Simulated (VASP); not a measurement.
# Al3In8N12 in VASP: further runs

Runs on Al3In8N12. Level: PBE. Tasks: single point.

All numbers are computed with VASP 6.6.1; they aren't measurements. Logs are shortened: lines on timing, memory, paths and dates and some standing lists are left out, and cuts for length are marked.

### Step 1. The cell of the first run

The typed cell holds 23 atoms: a = 5.963 Å, b = 8.171 Å, c = 8.171 Å, α = 78.33°, β = 68.50°, γ = 68.50°.

### Step 2. Single point, PBE

INCAR

```
SYSTEM = Al3In8N12
  ALGO = Normal
  EDIFF = 1E-6
  ENCUT = 520
  GGA = PE
  ISIF = 2
  ISMEAR = 0
  ISYM = 0
  LASPH = .TRUE.
  LCHARG = .FALSE.
  LREAL = Auto
  LWAVE = .FALSE.
  NBANDS = 104
  NELM = 100
  PREC = Accurate
  SIGMA = 0.1
```

KPOINTS

```
Automatic mesh
0
Gamma
  3 2 2
  0 0.5 0.5
```

POSCAR

```
Al3In8N12
1.0
   -0.0000452186      5.9627881198     -0.0072800550
    5.1605846517      2.9881154417     -5.5863231953
   -5.1605883416      2.9881940080     -5.5862843460
Al In N
3 8 12
Direct
    0.1675243975      0.5007384176      0.5014909299
    0.6494005086      0.0108889254      0.0116496521
    0.0830168727      0.2574158572      0.2581750066
    0.6664323691      0.6706311312      0.3407353197
    0.1669659974      0.1669113693      0.8461288061
    0.6664371964      0.3399934630      0.6713867178
    0.1669730441      0.8453586342      0.1676680592
    0.0641232260      0.5939806724      0.9145222283
    0.5739507266      0.0917908389      0.4183771023
    0.0641374669      0.9137637139      0.5947393697
    0.5739604755      0.4176189239      0.0925364392
    0.3432629703      0.9853156124      0.6462695516
    0.8718481139      0.4575984111      0.1556253898
    0.3432912042      0.6455069862      0.9860441545
    0.8718407713      0.1548598012      0.4583678582
    0.2619919706      0.4064959082      0.7095253011
    0.7587535602      0.9092397867      0.2122977659
    0.2619891512      0.7087708116      0.4072648011
    0.7587590283      0.2115327151      0.9099922177
    0.8236595939      0.8419535498      0.8427154488
    0.3079310303      0.3278951847      0.3286442863
    0.8223636548      0.5449589063      0.5457016717
    0.2832037092      0.0834254096      0.0841874508
```

Potentials or basis: VASP PAW PBE potentials, release 64 (Al, In_d, N).

Run with:

```
$ cat potpaw_PBE.64/Al/POTCAR potpaw_PBE.64/In_d/POTCAR potpaw_PBE.64/N/POTCAR > POTCAR
$ mpirun -np 1 vasp_std > vasp.out
```

OUTCAR:

```text
SYSTEM = Al3In8N12
   EDIFF = 1E-6
   ENCUT = 520
   GGA = PE
   ISIF = 2
   ISMEAR = 0
   ISYM = 0
   LASPH = .TRUE.
   LREAL = Auto
   NELM = 100
   PREC = Accurate

 ion  position               nearest neighbor table
   1  0.168  0.501  0.501-  22 1.86  18 1.91  16 1.91  21 1.94   3 3.35   9 3.36  11 3.36   8 3.39
                            10 3.39   6 3.42   4 3.42   4 3.45   6 3.45   7 3.50   5 3.50
   2  0.649  0.011  0.012-  20 1.89  19 1.91  17 1.91  23 1.93   3 3.34   7 3.35   5 3.35   9 3.36
                            11 3.36  10 3.44   8 3.44   4 3.46   6 3.46   5 3.48   7 3.48
   3  0.083  0.257  0.258-  13 1.92  15 1.92  21 1.93  23 1.95   2 3.34   1 3.35   9 3.36  11 3.36
                             6 3.40   4 3.40   5 3.41   7 3.41   9 3.48  11 3.48  10 3.51   8 3.51
   4  0.666  0.671  0.341-  22 2.11  17 2.18  18 2.18  13 2.23   3 3.40   6 3.41   1 3.42   9 3.43
                             8 3.45   1 3.45   2 3.46  11 3.47   7 3.47  10 3.48   7 3.49
   5  0.167  0.167  0.846-  12 2.13  19 2.20  23 2.20  16 2.21   7 3.32   2 3.35   3 3.41   8 3.44
                            11 3.45   9 3.47   6 3.47   2 3.48   6 3.49   1 3.50  10 3.53
   6  0.666  0.340  0.671-  22 2.11  19 2.18  16 2.18  15 2.23   3 3.40   4 3.41   1 3.42  11 3.43
                            10 3.45   1 3.45   2 3.46   9 3.47   5 3.47   8 3.48   5 3.49
   7  0.167  0.845  0.168-  14 2.13  17 2.20  23 2.20  18 2.21   5 3.32   2 3.35   3 3.41  10 3.44
                             9 3.45  11 3.47   4 3.47   2 3.48   4 3.49   1 3.50   8 3.53
   8  0.064  0.594  0.915-  20 2.12  14 2.15  16 2.19  13 2.20  10 3.30   1 3.39   2 3.44   5 3.44
                            11 3.44   4 3.45   6 3.48   3 3.51   7 3.53  11 3.55
   9  0.574  0.092  0.418-  12 2.11  15 2.17  17 2.17  21 2.19   2 3.36   1 3.36   3 3.36  11 3.36
                             4 3.43  10 3.44   7 3.45   5 3.47   6 3.47   3 3.48  10 3.55
  10  0.064  0.914  0.595-  20 2.12  12 2.15  18 2.19  15 2.20   8 3.30   1 3.39   2 3.44   7 3.44
                             9 3.44   6 3.45   4 3.48   3 3.51   5 3.53   9 3.55
  11  0.574  0.418  0.093-  14 2.11  13 2.17  19 2.17  21 2.19   2 3.36   1 3.36   3 3.36   9 3.36
                             6 3.43   8 3.44   5 3.45   7 3.47   4 3.47   3 3.48   8 3.55
  12  0.343  0.985  0.646-   9 2.11   5 2.13  10 2.15
  13  0.872  0.458  0.156-   3 1.92  11 2.17   8 2.20   4 2.23
  14  0.343  0.646  0.986-  11 2.11   7 2.13   8 2.15
  15  0.872  0.155  0.458-   3 1.92   9 2.17  10 2.20   6 2.23
  16  0.262  0.406  0.710-   1 1.91   6 2.18   8 2.19   5 2.21
  17  0.759  0.909  0.212-   2 1.91   9 2.17   4 2.18   7 2.20
  18  0.262  0.709  0.407-   1 1.91   4 2.18  10 2.19   7 2.21
  19  0.759  0.212  0.910-   2 1.91  11 2.17   6 2.18   5 2.20
  20  0.824  0.842  0.843-   2 1.89   8 2.12  10 2.12
  21  0.308  0.328  0.329-   3 1.93   1 1.94  11 2.19   9 2.19
  22  0.822  0.545  0.546-   1 1.86   6 2.11   4 2.11
  23  0.283  0.083  0.084-   2 1.93   3 1.95   5 2.20   7 2.20

IMPORTANT INFORMATION: All symmetrisations will be switched off!
NOSYMM: (Re-)initialisation of all symmetry stuff for point group C_1.

----------------------------------------------------------------------------------------

                                     Primitive cell

  volume of cell :     343.5732

  direct lattice vectors                    reciprocal lattice vectors
    -0.000045219  5.962788120 -0.007280055     0.000001615  0.167816378  0.089766207
     5.160584652  2.988115442 -5.586323195     0.096887874 -0.000108614 -0.089562751
    -5.160588342  2.988194008 -5.586284346    -0.096888550 -0.000110084 -0.089563473

  length of vectors
     5.962792564  8.171136682  8.171141184     0.190316338  0.131942254  0.131943242

  position of ions in fractional coordinates (direct lattice)
     0.167524398  0.500738418  0.501490930
     0.649400509  0.010888925  0.011649652
     0.083016873  0.257415857  0.258175007
     0.666432369  0.670631131  0.340735320
     0.166965997  0.166911369  0.846128806
     0.666437196  0.339993463  0.671386718
[... 15 lines left out ...]
     0.822363655  0.544958906  0.545701672
     0.283203709  0.083425410  0.084187451

  ion indices of the primitive-cell ions
   primitive index   ion index
                 1           1
                 2           2
                 3           3
                 4           4
                 5           5
                 6           6
[... 15 lines left out ...]
                22          22
                23          23

----------------------------------------------------------------------------------------

 KPOINTS: Automatic mesh

Automatic generation of k-mesh.
 Grid dimensions read from file:
 generate k-points for:    3    2    2

 Generating k-lattice:

  Cartesian coordinates                     Fractional coordinates (reciprocal lattice)
     0.000000538  0.055938793  0.029922069     0.333333333  0.000000000  0.000000000
     0.048443937 -0.000054307 -0.044781375     0.000000000  0.500000000  0.000000000
    -0.048444275 -0.000055042 -0.044781737     0.000000000  0.000000000  0.500000000

  Length of vectors
     0.063438779  0.065971127  0.065971621

  Shift w.r.t. Gamma in fractional coordinates (k-lattice)
     0.000000000  0.500000000  0.500000000

 Subroutine IBZKPT returns following result:
 ===========================================

 Found      6 irreducible k-points:

 Following reciprocal coordinates:
            Coordinates               Weight
 -0.000000  0.250000  0.250000      2.000000
  0.333333  0.250000  0.250000      2.000000
 -0.333333  0.250000  0.250000      2.000000
 -0.000000 -0.250000  0.250000      2.000000
  0.333333 -0.250000  0.250000      2.000000
 -0.333333 -0.250000  0.250000      2.000000
   k-points           NKPTS =      6   k-points in BZ     NKDIM =      6   number of bands    NBANDS=    104
   number of dos      NEDOS =    301   number of ions     NIONS =     23
   total plane-waves  NPLWV = 196608
   dimension x,y,z NGX =    48 NGY =   64 NGZ =   64
   dimension x,y,z NGXF=    96 NGYF=  128 NGZF=  128
   ions per type =               3   8  12
   NGX,Y,Z   is equivalent  to a cutoff of  13.38, 13.02, 13.02 a.u.
   NGXF,Y,Z  is equivalent  to a cutoff of  26.77, 26.04, 26.04 a.u.
 SYSTEM =  Al3In8N12
   PREC   = accura    normal or accurate (medium, high low for compatibility)
   ISTART =      0    job   : 0-new  1-cont  2-samecut
   ICHARG =      2    charge: 1-file 2-atom 10-const
   ISPIN  =      1    spin polarized calculation?
   LNONCOLLINEAR =      F non collinear calculations
   LSORBIT =      F    spin-orbit coupling
   LASPH  =      T    aspherical Exc in radial PAW
   ENCUT  =  520.0 eV  38.22 Ry    6.18 a.u.  11.09 15.19 15.19*2*pi/ulx,y,z
   NELM   =    100;   NELMIN=  2; NELMDL= -5     # of ELM steps
   EDIFF  = 0.1E-05   stopping-criterion for ELM
   LREAL  =      T    real-space projection
   EDIFFG = 0.1E-04   stopping-criterion for IOM
   NSW    =      0    number of steps for IOM
   IBRION =     -1    ionic relax: 0-MD 1-quasi-New 2-CG
   NFREE  =      0    steps in history (QN), initial steepest desc. (CG)
   ISIF   =      2    stress and relaxation
   ISYM   =      0    0-nonsym 1-usesym 2-fastsym
   POTIM  = 0.5000    time-step for ionic-motion
   TEBEG  =    0.0;   TEEND  =   0.0 temperature during run
   PSTRESS=    0.0 pullay stress
   NELECT =     173.0000    total number of electrons
   NUPDOWN=      -1.0000    fix difference up-down
   EMIN   =  10.00;   EMAX   =-10.00  energy-range for DOS
   EFERMI =   0.00;   METHOD = LEGACY
   ISMEAR =     0;   SIGMA  =   0.10  broadening in eV -4-tet -1-fermi 0-gaus
   EFERMI_NEDOS =   21; number of points for ismear=-14 and -15
   IALGO  =     38    algorithm
   IMIX   =      4    mixing-type and parameters
     AMIX     =   0.40;   BMIX     =  1.00
     AMIX_MAG =   1.60;   BMIX_MAG =  1.00
  volume/ion in A,a.u.               =      14.94       100.81
  Fermi-wavevector in a.u.,A,eV,Ry     =   1.302418  2.461213 23.079468  1.696293
  Thomas-Fermi vector in A             =   2.433487
   LORBIT       =      0    0 simple, 1 ext, 2 COOP (PROOUT), +10 PAW based schemes
   GGA     = PE    functional components
   LHFCALC =     F    Hartree Fock is set to
   AEXX    =    0.0000 exact exchange contribution
   IVDW    =     0    specifies the selected vdW correction
   LEPSILON=     F    determine dielectric tensor
   LRPA    =     F    only Hartree local field effects (RPA)
 non-spin polarized calculation
 Gauss-broadening in eV      SIGMA  =   0.10
  energy-cutoff  :      520.00
  volume of cell :      343.57
 maximum number of plane-waves:      9261
 NGX is ok and might be reduce to    48
   NGX = 23   NGY = 31   NGZ = 31

 number of electron     172.9999987 magnetization

 Free energy of the ion-electron system (eV)
  ---------------------------------------------------
  ext. energy  EPLUGINS =         0.00000000
  ---------------------------------------------------
  free energy    TOTEN  =      -131.40761118 eV

  energy without entropy =     -131.34525458  energy(sigma->0) =     -131.37643288

 E-fermi :   5.3891     XC(G=0): -10.3625

 val. band max:        5.3602511500   @ k =   0.3333  -0.2500   0.2500
 cond. band min:       5.4391777408   @ k =  -0.3333  -0.2500   0.2500
 fundamental gap:      0.0789265908
 Fermi energy:         5.3890843921

 k-point     1 :      -0.0000    0.2500    0.2500
  band No.  band energies     occupation
      1      -9.2470      2.00000
      2      -9.2202      2.00000
      3      -9.1627      2.00000
      4      -9.0267      2.00000
      5      -9.0002      2.00000
      6      -8.9940      2.00000
[... 90 lines left out ...]
     97      11.1142      0.00000
     98      11.2140      0.00000

 k-point     2 :       0.3333    0.2500    0.2500
  band No.  band energies     occupation
      1      -9.2939      2.00000
      2      -9.2018      2.00000
      3      -9.1081      2.00000
      4      -9.0490      2.00000
      5      -8.9977      2.00000
      6      -8.9544      2.00000
[... 393 lines left out ...]
     97      10.6354      0.00000
     98      10.9060      0.00000

 k-point     6 :      -0.3333   -0.2500    0.2500
  band No.  band energies     occupation
      1      -9.2799      2.00000
      2      -9.2008      2.00000
      3      -9.0970      2.00000
      4      -9.0525      2.00000
      5      -9.0080      2.00000
      6      -8.9529      2.00000
[... 90 lines left out ...]
     97      10.6355      0.00000
     98      10.9060      0.00000
 [bands above 98 left out]

------------------------ aborting loop because EDIFF is reached ----------------------------------------

  FORCE on cell =-STRESS in cart. coord.  units (eV):
  Direction    XX          YY          ZZ          XY          YZ          ZX
  --------------------------------------------------------------------------------------
  -------------------------------------------------------------------------------------
  Total        0.2901488      0.3584203      0.4034866     -0.0021147     -0.0278323     -0.0073596
  in kB        1.3530445      1.6714135      1.8815702     -0.0098615     -0.1297899     -0.0343199
  external PRESSURE =       1.6353427 kB  Pullay stress =       0.0000000 kB

 VOLUME and BASIS-vectors are now :
 -----------------------------------------------------------------------------
  energy-cutoff  :      520.00
  volume of cell :      343.57
      direct lattice vectors                 reciprocal lattice vectors
    -0.000045219  5.962788120 -0.007280055     0.000001615  0.167816378  0.089766207
     5.160584652  2.988115442 -5.586323195     0.096887874 -0.000108614 -0.089562751
    -5.160588342  2.988194008 -5.586284346    -0.096888550 -0.000110084 -0.089563473

 POSITION                                       TOTAL-FORCE (eV/Angst)
 -----------------------------------------------------------------------------------
     -0.00389      3.99373     -5.59998        -0.000329      0.003615     -0.007147
     -0.00396      3.93959     -0.13063         0.000422      0.007519     -0.010823
     -0.00392      2.03568     -2.88085        -0.000842      0.002794     -0.008378
      1.70242      6.99590     -5.65466        -0.011918      0.008705      0.001051
     -3.50517      4.02273     -5.66035        -0.001901     -0.002433     -0.000894
     -1.71022      6.99600     -5.65472         0.004411     -0.005525      0.000112
[... 15 lines left out ...]
     -0.00387      8.16264     -6.09875         0.000341      0.031314     -0.005790
     -0.00395      2.18954     -0.93840         0.000409      0.028479     -0.025389
 -----------------------------------------------------------------------------------
    total drift:                               -0.008819     -0.011511      0.049176

  FREE ENERGIE OF THE ION-ELECTRON SYSTEM (eV)
  ---------------------------------------------------
  free  energy   TOTEN  =      -131.4076111810 eV

  energy  without entropy=     -131.3452545760  energy(sigma->0) =     -131.37643288
```

It took 12 min on 1 thread of Intel Xeon 6975P-C, shared host; peak memory 0.54 GiB.

What came out:

```yaml
Free_energy: -131.4076 eV
Pressure: 0.2 GPa
Largest_force: 0.038 eV/Å
```

Forces on the atoms (eV/Å):
```
Al   0.000  0.004 -0.007
Al   0.000  0.008 -0.011
Al  -0.001  0.003 -0.008
In  -0.012  0.009  0.001
In  -0.002 -0.002 -0.001
In   0.004 -0.006  0.000
In  -0.003  0.001  0.003
In   0.000  0.003  0.016
In   0.008 -0.010  0.005
In  -0.002  0.001  0.006
In   0.000 -0.012  0.004
N   -0.014  0.008  0.007
N   -0.027  0.019  0.011
N    0.014  0.007  0.006
N    0.029  0.019  0.011
N    0.025 -0.015  0.006
N    0.032 -0.018  0.005
N   -0.023 -0.015  0.007
N   -0.030 -0.018  0.005
N    0.001 -0.017 -0.022
N    0.000 -0.029 -0.013
N    0.000  0.031 -0.006
N    0.000  0.028 -0.025
```

Levels at points of the mesh, in eV from the Fermi level:
```
           k point  band 84  band 85  band 86  band 87  band 88  band 89
(0.00, 0.25, 0.25)    -0.45    -0.45    -0.20     0.14     0.16     1.96
```

Caveat: the k points lie up to 0.41 Å⁻¹ apart; spin-orbit coupling is left out, which moves the levels of the heavy elements.

### Step 3. Single point, PBE

INCAR

```
SYSTEM = Al3In8N12
PREC     = Accurate       ! precision mode
ENCUT    = 520            ! plane-wave cutoff, eV
EDIFF    = 1E-7           ! SCF threshold, eV
ISMEAR   = 0              ! smearing method
SIGMA    = 0.1            ! smearing width, eV
LREAL    = Auto         
LASPH    = .TRUE.         ! aspherical terms in the spheres
NELM     = 80             ! most SCF steps
ALGO     = Normal         ! electronic algorithm
ISIF     = 2              ! what is computed and relaxed
LWAVE    = .FALSE.        ! write WAVECAR
LCHARG   = .FALSE.        ! write CHGCAR
GGA      = PE             ! functional
ISYM     = 0            
NBANDS   = 104            ! bands
```

KPOINTS is that of step 2.

POSCAR

```
Al3In8N12
1.0
    0.0000867534      5.9634184375     -0.0079688746
    5.1604793535      2.9891849259     -5.5857120627
   -5.1604895676      2.9890341941     -5.5858027737
Al In N
3 8 12
Direct
    0.1491327373      0.5110491062      0.5127002658
    0.6673271771      0.0008738176      0.0025340191
    0.5827582673      0.7575807807      0.7592344843
    0.6667349406      0.6669546595      0.3471530087
    0.1661484521      0.1708453523      0.8418973253
    0.6667379588      0.3454923863      0.6685981763
    0.1661374321      0.8402434548      0.1725052645
    0.0736721656      0.5919156300      0.9195318630
    0.5639128704      0.0940850173      0.4154791629
    0.0736515513      0.9178807305      0.5935882009
    0.5639247053      0.4138301290      0.0957296438
    0.3715429356      0.9578097064      0.6567013142
    0.8430693513      0.4852137049      0.1473434872
    0.3715370142      0.6550571662      0.9594563951
    0.8430711606      0.1456878923      0.4868491772
    0.2584610230      0.4094276208      0.7133437574
    0.7617660301      0.9065510438      0.2105396289
    0.2584578448      0.7116947637      0.4110885077
    0.7617709246      0.2088801872      0.9082049107
    0.8077023576      0.8279660958      0.8296303217
    0.3233752246      0.3420530042      0.3436839248
    0.7829617069      0.5835627639      0.5852239464
    0.3221291067      0.0450951663      0.0467597795
```

Potentials or basis: VASP PAW PBE potentials, release 64 (Al, In_d, N).

Run with:

```
$ cat potpaw_PBE.64/Al/POTCAR potpaw_PBE.64/In_d/POTCAR potpaw_PBE.64/N/POTCAR > POTCAR
$ mpirun -np 1 vasp_std > vasp.out
```

Wall time 13 min (1 thread of Intel Xeon 6975P-C, shared host); peak memory 0.54 GiB.

Results (log left out):

```yaml
Free_energy: -131.4075 eV
Pressure: 0.2 GPa
Largest_force: 0.037 eV/Å
```

Forces in eV/Å, atoms in the order of the input:
```
Al   0.001  0.006 -0.001
Al   0.002 -0.003  0.004
Al  -0.001 -0.002 -0.006
In  -0.002  0.001 -0.005
In   0.000  0.000  0.000
In  -0.002  0.006 -0.003
In  -0.006 -0.006  0.002
In   0.005 -0.003 -0.013
In  -0.001 -0.001  0.010
In   0.006 -0.002  0.003
In   0.002 -0.002  0.005
N   -0.027  0.018  0.015
N   -0.012  0.009  0.008
N    0.027  0.018  0.015
N    0.011  0.009  0.007
N    0.028 -0.017  0.009
N    0.024 -0.015  0.010
N   -0.029 -0.017  0.009
N   -0.025 -0.015  0.011
N    0.000 -0.025 -0.021
N   -0.001 -0.018 -0.028
N    0.000  0.024 -0.022
N    0.000  0.037 -0.006
```

Levels at points of the mesh, in eV from the Fermi level:
```tsv
k point	band 83	band 84	band 85	band 86	band 87	band 88	band 89	band 90
(0.00, 0.25, 0.25)	-0.54	-0.45	-0.45	-0.20	0.14	0.16	1.96	3.57
```

Caveat: the k points lie up to 0.41 Å⁻¹ apart; spin-orbit coupling is left out, which moves the levels of the heavy elements.
